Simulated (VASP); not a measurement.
# Si (P6_3/mmc) in VASP: a series of runs, part 2 of 2

VASP 6.6.1.

## (3) Single point, LDA (strain +0.015 along x and y, -0.030 along z)

File INCAR:

```
PREC     = Accurate       # precision mode
ENCUT    = 520            # plane-wave cutoff, eV
EDIFF    = 1E-6           # SCF threshold, eV
ISMEAR   = 0              # smearing method
SIGMA    = 0.15           # smearing width, eV
LREAL    = False          # projectors in reciprocal space
LASPH    = True           # aspherical terms in the spheres
NELM     = 60             # most SCF steps
ALGO     = Normal         # electronic algorithm
ISIF     = 2              # what is computed and relaxed
LWAVE    = False          # write WAVECAR
LCHARG   = True           # write CHGCAR
GGA      = CA             # functional
LELF     = True           # ELF
LVHAR    = True         
NBANDS   = 11             # bands
```

File KPOINTS:

```
regular mesh
0
Gamma
  24 24 14
```

File POSCAR:

```
Si
1.0
    2.6908326865      0.0000000000      0.0000000000
   -1.3454163433      2.3303294638      0.0000000000
    0.0000000000      0.0000000000      4.4054901411
Si
2
Direct
    0.3333333333      0.6666666667      0.2500000000
    0.6666666667      0.3333333333      0.7500000000
```

Potentials or basis: VASP PAW LDA potentials, release 64 (Si).

Run with:

```console
> cat potpaw_LDA.64/Si/POTCAR > POTCAR
> mpirun -np 1 vasp_std > vasp.out
```

OUTCAR:

```text
PREC = Accurate
   ENCUT = 520
   EDIFF = 1E-6
   ISMEAR = 0
   LREAL = False
   LASPH = True
   NELM = 60
   ISIF = 2
   GGA = CA

 ion  position               nearest neighbor table
   1  0.333  0.667  0.250-   2 2.70   2 2.70   2 2.70   2 2.70   2 2.70   2 2.70
   2  0.667  0.333  0.750-   1 2.70   1 2.70   1 2.70   1 2.70   1 2.70   1 2.70

  LATTYP: Found a hexagonal cell.
 ALAT       =     2.6908326865
 C/A-ratio  =     1.6372218768

  Lattice vectors:

 A1 = (   2.6908326865,   0.0000000000,   0.0000000000)
 A2 = (  -1.3454163433,   2.3303294638,   0.0000000000)
 A3 = (   0.0000000000,   0.0000000000,   4.4054901411)

Analysis of symmetry for initial positions (statically):
=====================================================================
 Subroutine PRICEL returns:
 Original cell was already a primitive cell.

 Routine SETGRP: Setting up the symmetry group for a
 hexagonal supercell.

 Subroutine GETGRP returns: Found 24 space group operations
 (whereof 12 operations were pure point group operations)
 out of a pool of 24 trial point group operations.

The static configuration has the point symmetry D_3d.
 The point group associated with its full space group is D_6h.

Analysis of symmetry for dynamics (positions and initial velocities):
=====================================================================
 Subroutine PRICEL returns:
 Original cell was already a primitive cell.

 Routine SETGRP: Setting up the symmetry group for a
 hexagonal supercell.

 Subroutine GETGRP returns: Found 24 space group operations
 (whereof 12 operations were pure point group operations)
 out of a pool of 24 trial point group operations.

The dynamic configuration has the point symmetry D_3d.
 The point group associated with its full space group is D_6h.

 Subroutine INISYM returns: Found 24 space group operations
 (whereof 12 operations are pure point group operations),
 and found     1 'primitive' translations

----------------------------------------------------------------------------------------

                                     Primitive cell

  volume of cell :      27.6247

  direct lattice vectors                    reciprocal lattice vectors
     2.690832686  0.000000000  0.000000000     0.371632174  0.214561935  0.000000000
    -1.345416343  2.330329464  0.000000000     0.000000000  0.429123871  0.000000000
     0.000000000  0.000000000  4.405490141     0.000000000  0.000000000  0.226989499

  length of vectors
     2.690832686  2.690832686  4.405490141     0.429123871  0.429123871  0.226989499

  position of ions in fractional coordinates (direct lattice)
     0.333333333  0.666666667  0.250000000
     0.666666667  0.333333333  0.750000000

  ion indices of the primitive-cell ions
   primitive index   ion index
                 1           1
                 2           2

----------------------------------------------------------------------------------------

 KPOINTS: regular mesh

Automatic generation of k-mesh.
[... 26 lines left out ...]
  0.125000  0.000000  0.000000      6.000000
  0.166667  0.000000  0.000000      6.000000
  0.208333  0.000000  0.000000      6.000000
[... 16 lines left out ...]
  0.416667  0.041667  0.000000     12.000000
  0.458333  0.041667  0.000000     12.000000
 [... further k-points ...]
   k-points           NKPTS =    488   k-points in BZ     NKDIM =    488   number of bands    NBANDS=     11
   number of dos      NEDOS =    301   number of ions     NIONS =      2
   total plane-waves  NPLWV =  14400
   dimension x,y,z NGX =    20 NGY =   20 NGZ =   36
   dimension x,y,z NGXF=    40 NGYF=   40 NGZF=   72
   ions per type =               2
   NGX,Y,Z   is equivalent  to a cutoff of  12.36, 12.36, 13.58 a.u.
   NGXF,Y,Z  is equivalent  to a cutoff of  24.71, 24.71, 27.17 a.u.
 SYSTEM =  unknown system
   PREC   = accura    normal or accurate (medium, high low for compatibility)
   ISTART =      0    job   : 0-new  1-cont  2-samecut
   ICHARG =      2    charge: 1-file 2-atom 10-const
   ISPIN  =      1    spin polarized calculation?
   LNONCOLLINEAR =      F non collinear calculations
   LSORBIT =      F    spin-orbit coupling
   LASPH  =      T    aspherical Exc in radial PAW
   ENCUT  =  520.0 eV  38.22 Ry    6.18 a.u.   5.00  5.00  8.19*2*pi/ulx,y,z
   NELM   =     60;   NELMIN=  2; NELMDL= -5     # of ELM steps
   EDIFF  = 0.1E-05   stopping-criterion for ELM
   LREAL  =      F    real-space projection
   EDIFFG = 0.1E-04   stopping-criterion for IOM
   NSW    =      0    number of steps for IOM
   IBRION =     -1    ionic relax: 0-MD 1-quasi-New 2-CG
   NFREE  =      0    steps in history (QN), initial steepest desc. (CG)
   ISIF   =      2    stress and relaxation
   ISYM   =      2    0-nonsym 1-usesym 2-fastsym
   POTIM  = 0.5000    time-step for ionic-motion
   TEBEG  =    0.0;   TEEND  =   0.0 temperature during run
   PSTRESS=    0.0 pullay stress
   NELECT =       8.0000    total number of electrons
   NUPDOWN=      -1.0000    fix difference up-down
   EMIN   =  10.00;   EMAX   =-10.00  energy-range for DOS
   EFERMI =   0.00;   METHOD = LEGACY
   ISMEAR =     0;   SIGMA  =   0.15  broadening in eV -4-tet -1-fermi 0-gaus
   EFERMI_NEDOS =   21; number of points for ismear=-14 and -15
   IALGO  =     38    algorithm
   IMIX   =      4    mixing-type and parameters
     AMIX     =   0.40;   BMIX     =  1.00
     AMIX_MAG =   1.60;   BMIX_MAG =  1.00
  volume/ion in A,a.u.               =      13.81        93.21
  Fermi-wavevector in a.u.,A,eV,Ry     =   1.083109  2.046779 15.961329  1.173125
  Thomas-Fermi vector in A             =   2.219167
   LORBIT       =      0    0 simple, 1 ext, 2 COOP (PROOUT), +10 PAW based schemes
   GGA     = CA    functional components
   LHFCALC =     F    Hartree Fock is set to
   AEXX    =    0.0000 exact exchange contribution
   IVDW    =     0    specifies the selected vdW correction
   LEPSILON=     F    determine dielectric tensor
   LRPA    =     F    only Hartree local field effects (RPA)
 non-spin polarized calculation
 Gauss-broadening in eV      SIGMA  =   0.15
  energy-cutoff  :      520.00
  volume of cell :       27.62
 maximum number of plane-waves:       768
 NGX is ok and might be reduce to    20
   NGX =  9   NGY =  9   NGZ = 17

 number of electron       8.0000000 magnetization

 Free energy of the ion-electron system (eV)
  ---------------------------------------------------
  ext. energy  EPLUGINS =         0.00000000
  ---------------------------------------------------
  free energy    TOTEN  =       -11.08121040 eV

  energy without entropy =      -11.07258957  energy(sigma->0) =      -11.07689998

 E-fermi :  10.7660     XC(G=0): -11.4536

 val. band max:       10.7620917233   @ k =   0.2083   0.1250   0.3571
 cond. band min:      10.7714102695   @ k =   0.3333   0.3333   0.0714
 fundamental gap:      0.0093185462
 Fermi energy:        10.7660031880

 k-point     1 :       0.0000    0.0000    0.0000
  band No.  band energies     occupation
      1      -4.0730      2.00000
      2       2.9930      2.00000
      3       3.5481      2.00000
      4      19.1702      0.00000
      5      19.1702      0.00000
      6      20.6009      0.00000
      7      20.6009      0.00000
      8      22.3878      0.00000
      9      22.3886      0.00000
     10      23.6844      0.00000
     11      24.7573      0.00000
[... 309 lines left out ...]
 k-point    24 :       0.4583    0.0417    0.0000
  band No.  band energies     occupation
      1       1.9181      2.00000
      2       3.1760      2.00000
      3       8.8887      2.00000
      4       8.9639      2.00000
      5       9.9904      2.00000
      6      10.8896      0.24378
      7      13.3578      0.00000
      8      17.1499      0.00000
      9      19.1713      0.00000
     10      20.9909      0.00000
     11      23.6743      0.00000

 [... further k-points ...]

------------------------ aborting loop because EDIFF is reached ----------------------------------------

  FORCE on cell =-STRESS in cart. coord.  units (eV):
  Direction    XX          YY          ZZ          XY          YZ          ZX
  --------------------------------------------------------------------------------------
  -------------------------------------------------------------------------------------
  Total       -0.0970946     -0.0970946      0.1946896      0.0000000      0.0000000      0.0000000
  in kB       -5.6312839     -5.6312839     11.2915911      0.0000000      0.0000000      0.0000000
  external PRESSURE =       0.0096744 kB  Pullay stress =       0.0000000 kB

 VOLUME and BASIS-vectors are now :
 -----------------------------------------------------------------------------
  energy-cutoff  :      520.00
  volume of cell :       27.62
      direct lattice vectors                 reciprocal lattice vectors
     2.690832686  0.000000000  0.000000000     0.371632174  0.214561935  0.000000000
    -1.345416343  2.330329464  0.000000000     0.000000000  0.429123871  0.000000000
     0.000000000  0.000000000  4.405490141     0.000000000  0.000000000  0.226989499

 POSITION                                       TOTAL-FORCE (eV/Angst)
 -----------------------------------------------------------------------------------
     -0.00000      1.55355      1.10137         0.000000     -0.000000      0.000000
      1.34542      0.77678      3.30412        -0.000000      0.000000      0.000000
 -----------------------------------------------------------------------------------
    total drift:                               -0.000000      0.000000     -0.000000

  FREE ENERGIE OF THE ION-ELECTRON SYSTEM (eV)
  ---------------------------------------------------
  free  energy   TOTEN  =       -11.0812103992 eV

  energy  without entropy=      -11.0725895656  energy(sigma->0) =      -11.07689998
```

Run time: 84 s. Hardware: 1 thread of Intel Xeon 8259CL, shared host; peak memory 0.22 GiB.

What came out:

| Quantity | Value |
| --- | --- |
| Free energy | -11.0812 eV |
| Pressure | 0.0 GPa |
| Band gap on the k mesh | zero (bands 4 and 5 overlap by 12.56 eV) |

Levels at points of the mesh, in eV from the Fermi level:
| k point | band 1 | band 2 | band 3 | band 4 | band 5 | band 6 | band 7 | band 8 | band 9 |
| --- | --- | --- | --- | --- | --- | --- | --- | --- | --- |
| (0.00, 0.00, 0.00) | -14.84 | -7.77 | -7.22 | 8.40 | 8.40 | 9.83 | 9.83 | 11.62 | 11.62 |
| (0.50, 0.00, 0.00) | -8.59 | -7.94 | -1.69 | -1.56 | -1.17 | -0.07 | 3.32 | 5.58 | 8.85 |
| (0.00, 0.00, 0.50) | -12.98 | -12.98 | 1.28 | 1.28 | 9.83 | 9.83 | 9.83 | 9.83 | 11.74 |
| (0.50, 0.00, 0.50) | -6.79 | -6.79 | -6.14 | -6.14 | 4.93 | 4.93 | 6.11 | 6.11 | 7.10 |

Caveat: the cell differs from its parent crystal (strain +0.015 along x and y, -0.030 along z).

## (4) Single point, LDA (strain +0.000 along x and y, +0.015 along z)

File INCAR:

```
ALGO = Normal ; EDIFF = 1E-6
ENCUT = 520 ; ISIF = 2
ISMEAR = 0 ; LASPH = True
LCHARG = False ; LREAL = False
LWAVE = False ; NBANDS = 11
NELM = 80 ; PREC = Accurate
SIGMA = 0.15
```

File KPOINTS:

```
k-points
0
Gamma
  24 24 14
```

File POSCAR:

```
Si
1.0
    2.6510666862      0.0000000000      0.0000000000
   -1.3255333431      2.2958910974      0.0000000000
    0.0000000000      0.0000000000      4.6098685497
Si
2
Direct
    0.3333333333      0.6666666667      0.2500000000
    0.6666666667      0.3333333333      0.7500000000
```

Run with:

```console
> cat potpaw_LDA.64/Si/POTCAR > POTCAR
> mpirun -np 1 vasp_std > vasp.out
```

It took 1.7 min on 1 thread of Intel Xeon 8259CL, shared host; peak memory 0.22 GiB.

Results (log left out):

```
Free energy            : -11.0841 eV
Pressure               : -1.2 GPa
Band gap on the k mesh : zero (bands 4 and 5 overlap by 13.10 eV)
```

Stress tensor (GPa, compression positive):
```
-0.47  0.00  0.00
 0.00 -0.47  0.00
 0.00  0.00 -2.74
```

Levels at points of the mesh, in eV from the Fermi level:
```
           k point  band 1  band 2  band 3  band 4  band 5  band 6  band 7  band 8  band 9
(0.00, 0.00, 0.00)  -14.69   -8.57   -7.35    9.36    9.36    9.82   10.47   10.58   10.58
(0.50, 0.00, 0.00)   -8.18   -7.65   -2.18   -1.74   -1.56   -0.02    4.05    6.21    8.73
(0.00, 0.00, 0.50)  -13.00  -13.00    0.12    0.12   10.61   10.61   10.61   10.61   12.28
(0.50, 0.00, 0.50)   -6.55   -6.55   -6.01   -6.01    5.43    5.43    5.49    5.49    6.72
```

Caveat: the cell differs from its parent crystal (strain +0.000 along x and y, +0.015 along z).

## (5) Single point, LDA (strain +0.015 along x and y, -0.015 along z)

File INCAR:

```
ALGO     = Normal         # electronic algorithm
EDIFF    = 1E-7           # SCF threshold, eV
ENCUT    = 520            # plane-wave cutoff, eV
ISIF     = 2              # what is computed and relaxed
ISMEAR   = 0              # smearing method
LASPH    = T              # aspherical terms in the spheres
LCHARG   = F              # write CHGCAR
LREAL    = F              # projectors in reciprocal space
LWAVE    = F              # write WAVECAR
NBANDS   = 11             # bands
NELM     = 80             # most SCF steps
PREC     = Accurate       # precision mode
SIGMA    = 0.15           # smearing width, eV
```

KPOINTS is that of step 4.

File POSCAR:

```
Si
1.0
    2.6908326865      0.0000000000      0.0000000000
   -1.3454163433      2.3303294638      0.0000000000
    0.0000000000      0.0000000000      4.4736162773
Si
2
Direct
    0.3333333333      0.6666666667      0.2500000000
    0.6666666667      0.3333333333      0.7500000000
```

Run with:

```console
> cat potpaw_LDA.64/Si/POTCAR > POTCAR
> mpirun -np 1 vasp_std > vasp.out
```

It took 1.9 min on 1 thread of Intel Xeon 8259CL, shared host; peak memory 0.22 GiB.

It converged, with:

- Free energy: -11.0825 eV
- Pressure: -1.4 GPa
- Band gap on the k mesh: zero (bands 4 and 5 overlap by 12.54 eV)

Stress tensor (GPa, compression positive):
```
-2.00  0.00  0.00
 0.00 -2.00  0.00
 0.00  0.00 -0.24
```

Levels at points of the mesh, in eV from the Fermi level:
| k point | band 2 | band 3 | band 4 | band 5 | band 6 | band 7 |
| --- | --- | --- | --- | --- | --- | --- |
| (0.00, 0.00, 0.00) | -7.95 | -7.18 | 8.55 | 8.55 | 9.95 | 9.95 |
| (0.50, 0.00, 0.00) | -7.80 | -1.73 | -1.64 | -1.36 | -0.03 | 3.47 |
| (0.00, 0.00, 0.50) | -12.89 | 0.96 | 0.96 | 9.91 | 9.91 | 9.91 |
| (0.50, 0.00, 0.50) | -6.68 | -6.06 | -6.06 | 5.02 | 5.02 | 5.89 |

Caveat: the cell differs from its parent crystal (strain +0.015 along x and y, -0.015 along z).

## (6) Overview

| cell | gap on the mesh (eV) | pressure (GPa) |
| --- | --- | --- |
| a = 2.611, b = 2.611, c = 4.678 Å, angles 90.0, 90.0, 120.0°, 2 atoms | none | 0.5 |
| a = 2.691, b = 2.691, c = 4.405 Å, angles 90.0, 90.0, 120.0°, 2 atoms | none | 0.0 |
| a = 2.651, b = 2.651, c = 4.610 Å, angles 90.0, 90.0, 120.0°, 2 atoms | none | -1.2 |
| a = 2.691, b = 2.691, c = 4.474 Å, angles 90.0, 90.0, 120.0°, 2 atoms | none | -1.4 |

Alike in all rows: task single point; level LDA; potentials or basis VASP PAW LDA potentials, release 64 (Si); no spin polarisation; k mesh 24 × 24 × 14; cutoff (eV) 520; smearing gaussian 0.15 eV.

Total energies depend on the potentials used, so only differences within one code and one set of settings carry meaning.
